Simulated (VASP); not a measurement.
Wanted: the native input for a VASP 6.6.1 run.

- Task: single point
- Functional: PBE
- Potentials or basis: VASP PAW PBE potentials, release 64 (Cu, O)
- Cutoff: 600 eV
- k mesh: 4 × 4 × 4
- Occupations: gaussian, width 0.1 eV
- Spin: collinear spin, ferromagnetic start
- Starting moments: [0.46, 0.25] μB
- Dipole correction: no
- Further INCAR settings: ALGO = Normal; EDIFF = 1e-06; NBANDS = 20

The structure of CuO lies in POSCAR:

```
CuO
1.0
    0.0000000000      2.1165600000      2.1165600000
    2.1165600000      0.0000000000      2.1165600000
    2.1165600000      2.1165600000      0.0000000000
Cu O
1 1
Direct
    0.0000000000      0.0000000000      0.0000000000
    0.5000000000      0.5000000000      0.5000000000
```

The input as run:

INCAR

```
SYSTEM = CuO
PREC     = Accurate       ! precision mode
ENCUT    = 600            ! plane-wave cutoff, eV
EDIFF    = 1E-6           ! SCF threshold, eV
ISMEAR   = 0              ! smearing method
SIGMA    = 0.1            ! smearing width, eV
LREAL    = .FALSE.        ! projectors in reciprocal space
LASPH    = .TRUE.         ! aspherical terms in the spheres
NELM     = 200            ! most SCF steps
ALGO     = Normal         ! electronic algorithm
ISIF     = 2              ! what is computed and relaxed
LWAVE    = .FALSE.        ! write WAVECAR
LCHARG   = .TRUE.         ! write CHGCAR
ISPIN    = 2              ! spin polarisation
MAGMOM   = 0.46 0.25      ! initial moments
LORBIT   = 11             ! projections on sites
LMAXMIX  = 4              ! l up to which the mixer works
GGA      = PE             ! functional
LELF     = .TRUE.         ! ELF
LVHAR    = .TRUE.       
NBANDS   = 20             ! bands
GGA_COMPAT= .FALSE.
```

KPOINTS

```
regular mesh
0
G
  4 4 4
  0 0 0
```

Potentials or basis: VASP PAW PBE potentials, release 64 (Cu, O).

Launch:

```bash
$ cat potpaw_PBE.64/Cu/POTCAR potpaw_PBE.64/O/POTCAR > POTCAR
$ mpirun -np 1 vasp_std > vasp.out
```

Results of the run:

```json
{
 "Pressure": "2.5 GPa",
 "Net moment": "0.37 μB per cell",
 "Site moments": "Cu +0.22; O +0.14 μB",
 "Valence electrons inside the program's atomic spheres": "Cu 9.79; O 4.92"
}
```

Caveat: the k points lie up to 0.64 Å⁻¹ apart; a moment this small can come from the mesh or the smearing.

Run time: 32 s on 1 thread of Intel Xeon 8259CL, with other jobs on the host, peak memory 0.12 GiB.
